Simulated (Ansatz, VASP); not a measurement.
C: VASP beside Ansatz

INCAR

```
SYSTEM = C
  PREC = Accurate
  ENCUT = 600
  EDIFF = 1E-7
  ISMEAR = 0
  SIGMA = 0.1
  LREAL = .False.
  LASPH = .True.
  NELM = 80
  ALGO = Normal
  ISIF = 3
  LWAVE = .False.
  LCHARG = .False.
  GGA = PE
  IBRION = 2
  NSW = 90
  EDIFFG = -0.04
```

Contents of KPOINTS:

```
regular mesh
0
Gamma
  12 12 6
  0 0 0
```

Contents of POSCAR:

```
C
1.0
    1.9481707300      0.0000000000      0.0000000000
   -0.9740853700      1.6871653500      0.0000000000
    0.0000000000      0.0000000000      3.1936508700
C
2
Direct
    0.6666666700      0.3333333300      0.3746127700
    0.3333333300      0.6666666700      0.6253872300
```

Input for Ansatz:

```yaml
crystal:
  lattice:
    - [1.94817073, 0.0, 0.0]
    - [-0.97408537, 1.68716535, 0.0]
    - [0.0, 0.0, 3.19365087]
  atoms:
    - { symbol: C, position: [0.66666667, 0.33333333, 0.37461277] }
    - { symbol: C, position: [0.33333333, 0.66666667, 0.62538723] }
basis:
  ecutwfc: 420
kpoints:
  mp_grid: { grid: [12, 12, 6] }
hamiltonian:
  xc: pbe
scf:
  occupations: { method: gaussian, width: 0.1 }
  lower_state_search: "off"
output:
  forces: true
  stress: true
  eigenvalues: true
relax:
  adjacent_minimum: "off"
  f_tol: 0.04
  max_steps: 70
  cell: { stress_tol: 0.4 }
```

Alike in both runs: task relaxation of cell and atoms; functional PBE; k mesh 12 × 12 × 6; occupations gaussian, width 0.1 eV; no spin polarisation.

```csv
,VASP,Ansatz
version,VASP 6.6.1,Ansatz 0.2.0
potentials or method,"VASP PAW PBE potentials, release 64 (C), cutoff 600 eV","scalar-relativistic, plane waves, PAW"
valence electrons in the cell,8,8
```

VASP gave:

```
gap on the k mesh at the Fermi level, each at its own relaxed structure (eV) : none
relaxed volume (Å³/atom)                                                     : 9.68
relaxed cell length with the largest relative difference (Å)                 : 3.688
```

Which values does Ansatz return?

gap on the k mesh at the Fermi level, each at its own relaxed structure (eV): none; relaxed volume (Å³/atom): 10.73; relaxed cell length with the largest relative difference (Å): 4.072.

A gap of «none» marks a metal or a gap that the smearing closes. One of these differences is far larger than is usual between the two programs; its cause wasn't traced.

Noted on VASP's run: the volume moved by over 15 % at a fixed basis, so the end points are rough.
